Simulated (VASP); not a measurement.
## CoO: single point with LDA+U

Crystal: CoO.

```
Co O
1.0
     2.85630    0.00000    0.00000
    -1.42815    2.47363    0.00000
     0.00000    0.00000    2.78761
Co O
1 1
Direct
  0.00000 0.00000 0.00000
  0.66667 0.33333 0.50000
```

```json
{"Program": "VASP 6.6.1", "Task": "single point", "Functional": "LDA", "Potentials or basis": "VASP PAW LDA potentials, release 64 (Co_sv, O)", "Cutoff": "600 eV", "k mesh": "8 × 8 × 7", "Occupations": "gaussian, width 0.05 eV", "Spin": "collinear spin, ferromagnetic start", "Starting moments": "[3.0, 0.0] μB", "Hubbard terms": "Co d U = 2.0 eV", "Dipole correction": "no", "Second run": "valence_matched", "Further INCAR settings": "ALGO = Normal; EDIFF = 1e-06; NBANDS = 22"}
```

The pressure is -23.4 GPa, the band gap on the k mesh is zero (filled and empty bands overlap) and the net moment is 3.00 μB per cell. The site moments are Co +2.57; O +0.35 μB and the valence electrons inside the program's atomic spheres are Co 14.87; O 4.92.

Stress tensor (GPa, compression positive):
```
-21.24   0.00   0.00
  0.00 -21.24   0.00
  0.00   0.00 -27.75
```

Levels at points of the mesh, in eV from the Fermi level:
Spin up:
| k point | band 10 | band 11 | band 12 | band 13 | band 14 | band 15 | band 16 | band 17 |
| --- | --- | --- | --- | --- | --- | --- | --- | --- |
| (0.00, 0.00, 0.00) | -3.49 | -3.32 | -1.10 | -1.10 | 0.64 | 14.20 | 15.91 | 15.91 |
| (0.50, 0.00, 0.00) | -3.61 | -2.56 | -2.37 | -0.74 | 5.34 | 8.41 | 14.37 | 16.50 |
Spin down:
```csv
k point,band 8,band 9,band 10,band 11,band 12,band 13
"(0.00, 0.00, 0.00)",-2.80,-2.74,0.90,0.90,0.98,0.98
"(0.50, 0.00, 0.00)",-2.86,-2.26,0.10,0.44,0.79,2.18
```

Eigenvalues of the final occupation matrices:
```tsv
site	spin	trace	eigenvalues
site 1 d	1	4.62	0.91 0.91 0.91 0.94 0.94
site 1 d	2	2.06	0.15 0.15 0.46 0.46 0.84
```

Wall time 45 s on 1 thread of Intel(R) Xeon(R) Platinum 8488C (Sapphire Rapids), on a shared host, peak memory 0.15 GiB.

Caveat: a cell with one magnetic atom can't hold antiferromagnetic order, which such compounds often take. The state reached can hang on the start; a lower one may exist.
